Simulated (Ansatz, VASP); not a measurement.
## One calculation of BaSi3, two programs

File INCAR:

```
SYSTEM = BaSi3
PREC     = Accurate       ! precision mode
ENCUT    = 520            ! plane-wave cutoff, eV
EDIFF    = 1E-6           ! SCF threshold, eV
ISMEAR   = 0              ! smearing method
SIGMA    = 0.05           ! smearing width, eV
LREAL    = .False.        ! projectors in reciprocal space
LASPH    = .True.         ! aspherical terms in the spheres
NELM     = 60             ! most SCF steps
ALGO     = Normal         ! electronic algorithm
ISIF     = 2              ! what is computed and relaxed
LWAVE    = .False.        ! write WAVECAR
LCHARG   = .False.        ! write CHGCAR
GGA      = PE             ! functional
NBANDS   = 19             ! bands
```

KPOINTS

```
regular mesh
0
Gamma
  6 6 6
  0 0 0
```

The input POSCAR:

```
BaSi3
1.0
    4.4879836367      0.0000000000      0.0000000000
    0.0000000000      4.4879836367      0.0000000000
    0.0000000000      0.0000000000      4.4879836367
Ba Si
1 3
Direct
    0.0000000000      0.0000000000      0.0000000000
    0.0000000000      0.5000000000      0.5000000000
    0.5000000000      0.5000000000      0.0000000000
    0.5000000000      0.0000000000      0.5000000000
```

Input for Ansatz:

```yaml
crystal:
  lattice:
    - [4.4879836367, 0.0, 0.0]
    - [0.0, 4.4879836367, 0.0]
    - [0.0, 0.0, 4.4879836367]
  atoms:
    - { symbol: Ba, position: [0.0, 0.0, 0.0] }
    - { symbol: Si, position: [0.0, 0.5, 0.5] }
    - { symbol: Si, position: [0.5, 0.5, 0.0] }
    - { symbol: Si, position: [0.5, 0.0, 0.5] }
basis:
  ecutwfc: 420
  ecutrho_ratio: 4
kpoints:
  mp_grid: { grid: [6, 6, 6] }
hamiltonian:
  xc: pbe
scf:
  occupations: { method: gaussian, width: 0.05 }
output:
  forces: true
  stress: true
  eigenvalues: true
```

Alike in both runs: task single point; functional PBE; k mesh 6 × 6 × 6; occupations gaussian, width 0.05 eV; no spin polarisation.

|  | VASP | Ansatz |
| --- | --- | --- |
| version | VASP 6.6.1 | Ansatz 0.2.0 |
| potentials or method | VASP PAW PBE potentials, release 64 (Ba_sv, Si), cutoff 520 eV | scalar-relativistic, plane waves, PAW |
| valence electrons in the cell | 22 | 22 |

VASP gave:

```
gap on the k mesh at the Fermi level (eV) : none
pressure (GPa)                            : 0.8
```

Estimate Ansatz's values.

gap on the k mesh at the Fermi level (eV): none; pressure (GPa): 0.0.

A gap of «none» marks a metal or a gap that the smearing closes.

Neither program's run includes spin-orbit coupling.
